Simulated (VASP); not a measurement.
Here is a VASP 6.6.1 calculation.

INCAR

```
PREC = Accurate
ENCUT = 520
EDIFF = 1E-7
ISMEAR = -1
SIGMA = 0.1
LREAL = F
LASPH = T
NELM = 100
ALGO = Normal
ISIF = 2
LWAVE = F
LCHARG = F
GGA = PE
NBANDS = 8
```

Contents of KPOINTS:

```
regular mesh
0
Gamma
  21 21 19
```

File POSCAR:

```
P
1.0
    2.0657903849      0.0000000000      0.0000000000
   -1.0328951924      1.7890269522      0.0000000000
    0.0000000000      0.0000000000      1.9866588352
P
1
Direct
    0.0000000000      0.0000000000      0.0000000000
```

Potentials or basis: VASP PAW PBE potentials, release 64 (P).

Launch:

```console
$ cat potpaw_PBE.64/P/POTCAR > POTCAR
$ mpirun -np 1 vasp_std > vasp.out
```

Task: Estimate the pressure.

Result: 265.9 GPa.

Stress tensor (GPa, compression positive):
```
265.48   0.00   0.00
  0.00 265.48   0.00
  0.00   0.00 266.80
```
